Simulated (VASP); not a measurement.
# Y (Cmce) in VASP: notebook

Y is run at these levels: PBE; tasks: single point, relaxation of cell and atoms.

All numbers are computed with VASP 6.6.1; they aren't measurements. Logs are shortened: lines on timing, memory, paths and dates and some standing lists are left out, and cuts for length are marked.

## (1) The cell of the first run

It takes space group Cmce (No. 64, orthorhombic). Conventional cell: a = 6.813 Å, b = 4.503 Å, c = 9.184 Å, α = 90.00°, β = 90.00°, γ = 90.00°. Y (site symmetry m) has 3 Y at 2.54 to 3.32 Å within 3.4 Å.

## (2) Single point, PBE

The input, INCAR:

```
PREC     = Accurate       # precision mode
ENCUT    = 520            # plane-wave cutoff, eV
EDIFF    = 1E-6           # SCF threshold, eV
ISMEAR   = 0              # smearing method
SIGMA    = 0.1            # smearing width, eV
LREAL    = F              # projectors in reciprocal space
LASPH    = T              # aspherical terms in the spheres
NELM     = 80             # most SCF steps
ALGO     = Fast           # electronic algorithm
ISIF     = 2              # what is computed and relaxed
LWAVE    = F              # write WAVECAR
LCHARG   = F              # write CHGCAR
GGA      = PE             # functional
NBANDS   = 30             # bands
```

The input, KPOINTS:

```
regular mesh
0
Gamma
  6 6 2
```

The input, POSCAR:

```
Y
1.0
    3.4064735246     -2.2514184081      0.0000000000
    3.4064735246      2.2514184081      0.0000000000
    0.0000000000      0.0000000000      9.1840967804
Y
4
Direct
    0.8500000000      0.1500000000      0.1170000000
    0.6500000000      0.3500000000      0.6170000000
    0.1500000000      0.8500000000      0.8830000000
    0.3500000000      0.6500000000      0.3830000000
```

Potentials or basis: VASP PAW PBE potentials, release 64 (Y_sv).

Command:

```console
> cat potpaw_PBE.64/Y_sv/POTCAR > POTCAR
> mpirun -np 1 vasp_std > vasp.out
```

OUTCAR:

```text
PREC = Accurate
   ENCUT = 520
   EDIFF = 1E-6
   ISMEAR = 0
   LREAL = F
   LASPH = T
   NELM = 80
   ISIF = 2
   GGA = PE

 ion  position               nearest neighbor table
   1  0.850  0.150  0.117-   3 2.54   4 3.32   4 3.32   3 3.81   3 4.13   3 4.13   4 4.19   4 4.19

   2  0.650  0.350  0.617-   4 2.54   3 3.32   3 3.32   4 3.81   4 4.13   4 4.13   3 4.19   3 4.19

   3  0.150  0.850  0.883-   1 2.54   2 3.32   2 3.32   1 3.81   1 4.13   1 4.13   2 4.19   2 4.19

   4  0.350  0.650  0.383-   2 2.54   1 3.32   1 3.32   2 3.81   2 4.13   2 4.13   1 4.19   1 4.19

  LATTYP: Found a base centered orthorhombic cell.
 ALAT       =     4.5028368162
 B/A-ratio  =     1.5130344108
 C/A-ratio  =     2.0396246089

  Lattice vectors:

 A1 = (  -3.4064735246,  -2.2514184081,   0.0000000000)
 A2 = (   3.4064735246,  -2.2514184081,   0.0000000000)
 A3 = (   0.0000000000,   0.0000000000,   9.1840967804)

Analysis of symmetry for initial positions (statically):
=====================================================================
 Subroutine PRICEL returns:
 Original cell was already a primitive cell.

 Routine SETGRP: Setting up the symmetry group for a
 base centered orthorhombic supercell.

 Subroutine GETGRP returns: Found  8 space group operations
 (whereof  4 operations were pure point group operations)
 out of a pool of  8 trial point group operations.

The static configuration has the point symmetry C_2h.
 The point group associated with its full space group is D_2h.

Analysis of symmetry for dynamics (positions and initial velocities):
=====================================================================
 Subroutine PRICEL returns:
 Original cell was already a primitive cell.

 Routine SETGRP: Setting up the symmetry group for a
 base centered orthorhombic supercell.

 Subroutine GETGRP returns: Found  8 space group operations
 (whereof  4 operations were pure point group operations)
 out of a pool of  8 trial point group operations.

The dynamic configuration has the point symmetry C_2h.
 The point group associated with its full space group is D_2h.

 Subroutine INISYM returns: Found  8 space group operations
 (whereof  4 operations are pure point group operations),
 and found     1 'primitive' translations

[... 97 lines left out ...]
   NELM   =     80;   NELMIN=  2; NELMDL= -5     # of ELM steps
   EDIFF  = 0.1E-05   stopping-criterion for ELM
   LREAL  =      F    real-space projection
   EDIFFG = 0.1E-04   stopping-criterion for IOM
   NSW    =      0    number of steps for IOM
   IBRION =     -1    ionic relax: 0-MD 1-quasi-New 2-CG
   NFREE  =      0    steps in history (QN), initial steepest desc. (CG)
   ISIF   =      2    stress and relaxation
   ISYM   =      2    0-nonsym 1-usesym 2-fastsym
   POTIM  = 0.5000    time-step for ionic-motion
   TEBEG  =    0.0;   TEEND  =   0.0 temperature during run
   PSTRESS=    0.0 pullay stress
   NELECT =      44.0000    total number of electrons
   NUPDOWN=      -1.0000    fix difference up-down
   EMIN   =  10.00;   EMAX   =-10.00  energy-range for DOS
   EFERMI =   0.00;   METHOD = LEGACY
   ISMEAR =     0;   SIGMA  =   0.10  broadening in eV -4-tet -1-fermi 0-gaus
   EFERMI_NEDOS =   21; number of points for ismear=-14 and -15
   IALGO  =     68    algorithm
   IMIX   =      4    mixing-type and parameters
     AMIX     =   0.40;   BMIX     =  1.00
     AMIX_MAG =   1.60;   BMIX_MAG =  1.00
  volume/ion in A,a.u.               =      35.22       237.66
  Fermi-wavevector in a.u.,A,eV,Ry     =   1.110750  2.099014 16.786413  1.233767
  Thomas-Fermi vector in A             =   2.247306
   LORBIT       =      0    0 simple, 1 ext, 2 COOP (PROOUT), +10 PAW based schemes
   GGA     = PE    functional components
   LHFCALC =     F    Hartree Fock is set to
   AEXX    =    0.0000 exact exchange contribution
   IVDW    =     0    specifies the selected vdW correction
   LEPSILON=     F    determine dielectric tensor
   LRPA    =     F    only Hartree local field effects (RPA)
 non-spin polarized calculation
 RMM-DIIS sequential band-by-band and
 Gauss-broadening in eV      SIGMA  =   0.10
  energy-cutoff  :      520.00
  volume of cell :      140.87
 maximum number of plane-waves:      3819
   NGX = 15   NGY = 15   NGZ = 35

 number of electron      44.0000001 magnetization

 Free energy of the ion-electron system (eV)
  ---------------------------------------------------
  ext. energy  EPLUGINS =         0.00000000
  ---------------------------------------------------
  free energy    TOTEN  =       -22.08090991 eV

  energy without entropy =      -22.03872792  energy(sigma->0) =      -22.05981892

 E-fermi :   2.3359     XC(G=0):  -9.0755

 val. band max:        2.3292719442   @ k =   0.1667  -0.0000   0.0000
 cond. band min:       2.3373644992   @ k =   0.5000   0.0000   0.5000
 fundamental gap:      0.0080925550
 Fermi energy:         2.3359331343

 k-point     1 :       0.0000    0.0000    0.0000
  band No.  band energies     occupation
      1     -40.6524      2.00000
      2     -40.6009      2.00000
      3     -40.2184      2.00000
      4     -40.1628      2.00000
      5     -21.7693      2.00000
      6     -21.6313      2.00000
[... 781 lines left out ...]
     29       5.5327      0.00000
     30       5.5329      0.00000

 [... further k-points ...]

------------------------ aborting loop because EDIFF is reached ----------------------------------------

  FORCE on cell =-STRESS in cart. coord.  units (eV):
  Direction    XX          YY          ZZ          XY          YZ          ZX
  --------------------------------------------------------------------------------------
  -------------------------------------------------------------------------------------
  Total       -9.5509741      0.0717690      9.1622085      0.0000000      0.0000000      0.0000000
  in kB     -108.6251956      0.8162435    104.2036841      0.0000000      0.0000000      0.0000000
  external PRESSURE =      -1.2017560 kB  Pullay stress =       0.0000000 kB

 VOLUME and BASIS-vectors are now :
 -----------------------------------------------------------------------------
  energy-cutoff  :      520.00
  volume of cell :      140.87
      direct lattice vectors                 reciprocal lattice vectors
     3.406473525 -2.251418408  0.000000000     0.146779359 -0.222082221  0.000000000
     3.406473525  2.251418408  0.000000000     0.146779359  0.222082221  0.000000000
     0.000000000  0.000000000  9.184096780     0.000000000  0.000000000  0.108883870

 POSITION                                       TOTAL-FORCE (eV/Angst)
 -----------------------------------------------------------------------------------
      3.40647     -1.57599      1.07454         0.000000      2.073276      2.164866
      3.40647     -0.67543      5.66659         0.000000     -2.073276      2.164866
      3.40647      1.57599      8.10956         0.000000     -2.073276     -2.164866
      3.40647      0.67543      3.51751         0.000000      2.073276     -2.164866
 -----------------------------------------------------------------------------------
    total drift:                               -0.000000     -0.000000     -0.000000

  FREE ENERGIE OF THE ION-ELECTRON SYSTEM (eV)
  ---------------------------------------------------
  free  energy   TOTEN  =       -22.0809099136 eV

  energy  without entropy=      -22.0387279234  energy(sigma->0) =      -22.05981892
```

OSZICAR:

```text
N       E                     dE             d eps       ncg     rms          rms(c)
DAV:   1     0.232884827050E+03    0.23288E+03   -0.21668E+04  1560   0.138E+03
DAV:   2    -0.130284240186E-02   -0.23289E+03   -0.22660E+03  1776   0.338E+02
DAV:   3    -0.215391980935E+02   -0.21538E+02   -0.20859E+02  2640   0.575E+01
[... 15 lines left out ...]
RMM:  19    -0.220809048012E+02   -0.31134E-05   -0.31770E-05  1931   0.104E-02    0.494E-03
RMM:  20    -0.220809067205E+02   -0.19193E-05   -0.20727E-05  1647   0.782E-03    0.731E-03
RMM:  21    -0.220809082128E+02   -0.14923E-05   -0.14528E-05  1563   0.654E-03    0.529E-03
RMM:  22    -0.220809092038E+02   -0.99102E-06   -0.10410E-05  1400   0.542E-03    0.441E-03
RMM:  23    -0.220809099136E+02   -0.70976E-06   -0.73379E-06  1235   0.452E-03
   1 F= -.22080910E+02 E0= -.22059819E+02  d E =-.421820E-01
```

stdout:

```text
POSCAR found type information on POSCAR Y
 POSCAR found :  1 types and       4 ions
 scaLAPACK will be used
 LDA part: xc-table for (Slater+PW92), standard interpolation
 POSCAR, INCAR and KPOINTS ok, starting setup
 FFT: planning ... GRIDC
 FFT: planning ... GRID_SOFT
 FFT: planning ... GRID
 WAVECAR not read
 entering main loop
WARNING in EDDRMM: call to ZHEGV failed, returncode =   6  3     15
```

It took 7 min on 1 thread of Intel Xeon 8259CL, shared host; peak memory 0.3 GiB.

What came out:

```yaml
Free_energy: -22.0809 eV
Pressure: -0.1 GPa
Largest_force: 2.998 eV/Å
Band_gap_on_the_k_mesh: zero (bands 22 and 23 overlap by 0.52 eV)
```

Forces on the atoms (eV/Å):
```
Y    0.000  2.073  2.165
Y    0.000 -2.073  2.165
Y    0.000 -2.073 -2.165
Y    0.000  2.073 -2.165
```

Caveat: forces of over 1 eV/Å act on the atoms, so gaps and moduli don't describe the material at rest.

## (3) Relaxation of cell and atoms, PBE

The input, INCAR:

```
PREC     = Accurate       # precision mode
ENCUT    = 600            # plane-wave cutoff, eV
EDIFF    = 1E-7           # SCF threshold, eV
ISMEAR   = 0              # smearing method
SIGMA    = 0.1            # smearing width, eV
LREAL    = False          # projectors in reciprocal space
LASPH    = True           # aspherical terms in the spheres
NELM     = 100            # most SCF steps
ALGO     = Normal         # electronic algorithm
ISIF     = 3              # what is computed and relaxed
LWAVE    = False          # write WAVECAR
LCHARG   = False          # write CHGCAR
GGA      = PE             # functional
IBRION   = 2              # ionic algorithm
NSW      = 90             # ionic steps
EDIFFG   = -0.04          # ionic threshold
```

The input, KPOINTS:

```
Automatic mesh
0
Gamma
  4 4 2
```

POSCAR is that of step 2.

Potentials or basis: VASP PAW PBE potentials, release 64 (Y_sv).

Command:

```console
> cat potpaw_PBE.64/Y_sv/POTCAR > POTCAR
> mpirun -np 1 vasp_std > vasp.out
```

It took 38 min on 1 thread of Intel Xeon 8259CL, shared host; peak memory 0.37 GiB.

It converged, with:

```
Free energy                           : -25.6947 eV
Relaxed volume                        : 32.51 Å³/atom
Relaxed cell                          : a = 3.497 Å, b = 3.497 Å, c = 10.632 Å, α = 90.00°, β = 90.00°, γ = 89.57°
Space group after relaxing (to 0.1 Å) : I4/mmm (No. 139)
Energy gained by relaxing             : 905.0 meV/atom
Ionic steps                           : 20
Pressure after relaxing               : 0.0 GPa
Largest force after relaxing          : 0.021 eV/Å
Band gap on the k mesh                : zero (bands 22 and 23 overlap by 0.88 eV)
```

Forces on the atoms (eV/Å):
```
Y    0.000  0.016 -0.014
Y    0.000 -0.016 -0.014
Y    0.000 -0.016  0.014
Y    0.000  0.016  0.014
```

Stress tensor (GPa, compression positive):
```
-0.03  0.00  0.00
 0.00  0.17  0.00
 0.00  0.00 -0.10
```

The path:
```tsv
step	energy change (eV)	largest force (eV/Å)	pressure (GPa)	volume (Å³)
1	0.0000	3.0357	-0.23	140.87
2	-2.4743	0.7969	-1.69	138.14
3	-3.0278	0.8162	0.96	131.39
4	-3.0581	0.6241	0.37	132.86
5	-3.0582	0.5922	0.28	133.14
6	-3.1558	0.5075	-0.45	134.42
7	-3.3419	0.3441	-2.03	137.99
8	-3.3632	0.3456	-2.48	139.43
9	-3.4125	0.3589	-2.02	137.43
10	-3.4781	0.4121	-0.81	133.00
11	-3.4840	0.4560	-0.17	130.98
12	-3.5069	0.4168	-0.08	130.63
13	-3.5616	0.2950	0.20	129.57
14	-3.5898	0.1508	0.97	127.33
15	-3.5937	0.1494	0.77	127.87
16	-3.6062	0.1263	-0.10	130.53
17	-3.6066	0.1235	-0.27	131.12
18	-3.6126	0.1021	-0.19	130.78
19	-3.6184	0.0489	0.04	129.96
20	-3.6200	0.0214	0.01	130.06
```

Final structure:
```yaml
crystal:
  lattice:
    - [2.48228, -2.46390, 0.00000]
    - [2.48228, 2.46390, 0.00000]
    - [0.00000, 0.00000, 10.63229]
  atoms:
    - { symbol: Y, position: [0.75130, 0.24870, 0.12521] }
    - { symbol: Y, position: [0.74870, 0.25130, 0.62521] }
    - { symbol: Y, position: [0.24870, 0.75130, 0.87479] }
    - { symbol: Y, position: [0.25130, 0.74870, 0.37479] }
```

Levels at points of the mesh, in eV from the Fermi level:
```tsv
k point	band 19	band 20	band 21	band 22	band 23	band 24	band 25	band 26
(0.00, 0.00, 0.00)	-3.12	-1.83	-0.79	0.09	0.10	1.38	1.38	1.51
(0.50, 0.00, 0.00)	-1.51	-1.51	0.07	0.07	0.62	0.62	0.62	0.62
(0.50, 0.50, 0.00)	-0.93	-0.91	-0.91	-0.90	0.27	0.28	0.32	0.33
(0.00, 0.00, 0.50)	-2.04	-2.04	-0.56	-0.56	0.93	0.93	1.04	1.04
(0.50, 0.00, 0.50)	-1.78	-1.78	0.30	0.30	0.32	0.32	1.00	1.00
(0.50, 0.50, 0.50)	-1.38	-1.38	-0.61	-0.61	-0.58	-0.58	1.51	1.51
```

Caveat: the k points lie up to 0.45 Å⁻¹ apart in the final cell, too coarse for converged energies and pressures of a metal; a cell axis changed by over 15 % at a fixed basis, so the end point is rough.

## (4) Single point, PBE

This run uses another cell than the first one, of 35.37 Å³/atom.

The input, INCAR:

```
PREC     = Accurate       # precision mode
ENCUT    = 520            # plane-wave cutoff, eV
EDIFF    = 1E-7           # SCF threshold, eV
ISMEAR   = 0              # smearing method
SIGMA    = 0.1            # smearing width, eV
LREAL    = False          # projectors in reciprocal space
LASPH    = True           # aspherical terms in the spheres
NELM     = 60             # most SCF steps
ALGO     = Normal         # electronic algorithm
ISIF     = 2              # what is computed and relaxed
LWAVE    = False          # write WAVECAR
LCHARG   = True           # write CHGCAR
GGA      = PE             # functional
LELF     = True           # ELF
LVHAR    = True         
NBANDS   = 30             # bands
```

The input, KPOINTS:

```
regular mesh
0
Gamma
  4 4 4
```

The input, POSCAR:

```
Y
1.0
    2.7519234713     -4.6639999454      0.0000000000
    2.7519234713      4.6639999454      0.0000000000
    0.0000000000      0.0000000000      5.5111679974
Y
4
Direct
    0.1525000000      0.8475000000      0.0785000000
    0.6525000000      0.3475000000      0.4215000000
    0.8475000000      0.1525000000      0.9215000000
    0.3475000000      0.6525000000      0.5785000000
```

Command:

```console
> cat potpaw_PBE.64/Y_sv/POTCAR > POTCAR
> mpirun -np 1 vasp_std > vasp.out
```

It took 55 s on 1 thread of Intel Xeon 6975P-C (Granite Rapids), shared host; peak memory 0.27 GiB.

The run converged. Its results:

```yaml
Free_energy: -22.2131 eV
Pressure: 2.1 GPa
Largest_force: 0.138 eV/Å
Band_gap_on_the_k_mesh: zero (bands 22 and 23 overlap by 0.39 eV)
```

Forces on the atoms (eV/Å):
```
Y    0.000 -0.077 -0.115
Y    0.000 -0.077  0.115
Y    0.000  0.077  0.115
Y    0.000  0.077 -0.115
```

Stress tensor (GPa, compression positive):
```
 0.47  0.00  0.00
 0.00  6.32  0.00
 0.00  0.00 -0.44
```

Levels at points of the mesh, in eV from the Fermi level:
```tsv
k point	band 19	band 20	band 21	band 22	band 23	band 24	band 25	band 26
(0.00, 0.00, 0.00)	-0.85	-0.70	-0.11	-0.01	0.47	0.54	0.83	0.94
(0.50, 0.00, 0.00)	-0.84	-0.84	-0.26	-0.26	0.27	0.27	0.52	0.52
(0.50, 0.50, 0.00)	-1.39	-0.59	-0.41	-0.39	-0.24	0.25	0.69	1.22
(0.00, 0.00, 0.50)	-0.54	-0.54	-0.26	-0.26	0.17	0.17	1.02	1.02
(0.50, 0.00, 0.50)	-1.08	-1.08	-0.69	-0.69	0.55	0.55	0.86	0.86
(0.50, 0.50, 0.50)	-0.92	-0.92	-0.27	-0.27	-0.05	-0.05	0.44	0.44
```

## (5) Overview

```tsv
task	cell	k mesh	cutoff (eV)	gap on the mesh (eV)	pressure (GPa)	largest force (eV/Å)
single point	a = 4.083, b = 4.083, c = 9.184 Å, angles 90.0, 90.0, 66.9°, 4 atoms, atomic positions A	6 × 6 × 2	520	none	-0.1	3.00
relaxation of cell and atoms	relaxed from a = 4.083, b = 4.083, c = 9.184 Å, angles 90.0, 90.0, 66.9°, 4 atoms, atomic positions A	4 × 4 × 2	600	none	0.0	0.02
single point	a = 5.415, b = 5.415, c = 5.511 Å, angles 90.0, 90.0, 118.9°, 4 atoms, atomic positions B	4 × 4 × 4	520	none	2.1	0.14
```

Alike in all rows: level PBE; potentials or basis VASP PAW PBE potentials, release 64 (Y_sv); no spin polarisation; smearing gaussian 0.1 eV.

Caveats: some runs use coarse meshes; forces of over 1 eV/Å act on the atoms, so gaps and moduli don't describe the material at rest (at least some runs); a cell axis changed by over 15 % at a fixed basis, so the end point is rough (at least some runs).

Total energies depend on the potentials used, so only differences within one code and one set of settings carry meaning.
